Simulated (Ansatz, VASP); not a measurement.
# Two plane-wave programs on TaN

The input INCAR:

```
SYSTEM = TaN
  PREC = Accurate
  ENCUT = 600
  EDIFF = 1E-6
  ISMEAR = 0
  SIGMA = 0.15
  LREAL = .FALSE.
  LASPH = .TRUE.
  NELM = 120
  ALGO = Normal
  ISIF = 2
  LWAVE = .FALSE.
  LCHARG = .FALSE.
  NBANDS = 16
  GGA_COMPAT = .FALSE.
```

Contents of KPOINTS:

```
Automatic mesh
0
G
  18 18 18
  0 0 0
```

The input POSCAR:

```
TaN
1.0
    0.0000000000      2.1738356505      2.1738356505
    2.1738356505      0.0000000000      2.1738356505
    2.1738356505      2.1738356505      0.0000000000
Ta N
1 1
Direct
    0.5000000000      0.5021721747      0.5000000000
    0.0000000000     -0.0280609990      0.0000000000
```

Input for Ansatz:

```yaml
crystal:
  lattice:
    - [0.0, 2.1738356505, 2.1738356505]
    - [2.1738356505, 0.0, 2.1738356505]
    - [2.1738356505, 2.1738356505, 0.0]
  atoms:
    - { symbol: Ta, position: [0.5, 0.5021721747, 0.5] }
    - { symbol: "N", position: [0.0, -0.028060999, 0.0] }
basis:
  ecutwfc: 520.0
kpoints:
  mp_grid: { grid: [18, 18, 18] }
hamiltonian:
  xc: lda
  pseudopotentials: { kind: paw, azcp: { folder: soft_1 } }
scf:
  occupations: { method: gaussian, width: 0.15 }
output:
  forces: true
  stress: true
  eigenvalues: true
```

Change from the starting cell: mode 4 frozen in at -0.061 Å and mode 6 at -0.061 Å (largest displacements).

Alike in both runs: task single point; functional LDA; k mesh 18 × 18 × 18; occupations gaussian, width 0.15 eV; no spin polarisation.

|  | VASP | Ansatz |
| --- | --- | --- |
| version | VASP 6.6.1 | Ansatz 0.2.0 |
| potentials or method | VASP PAW LDA potentials, release 64 (Ta_sv_GW, N), cutoff 600 eV | scalar-relativistic, plane waves, PAW |
| valence electrons in the cell | 18 | 18 |

Ansatz gave:

- gap on the k mesh at the Fermi level (eV): none
- pressure (GPa): 1.5
- traceless stress, the component that is largest in VASP (GPa): -1.59
- rms of the force components (eV/Å): 0.490

What did VASP give for the same quantities?

gap on the k mesh at the Fermi level (eV): none; pressure (GPa): 3.0; traceless stress, the component that is largest in VASP (GPa): -1.61; rms of the force components (eV/Å): 0.497.

Ansatz warns that its potentials were made for another functional, while VASP's fit it. LDA's correlation is that of Perdew and Zunger in VASP and of Perdew and Wang (1992) in Ansatz. Atom by atom the forces differ by 0.007 eV/Å (rms over components). A gap of «none» marks a metal or a gap that the smearing closes.

Spin-orbit coupling is off throughout.
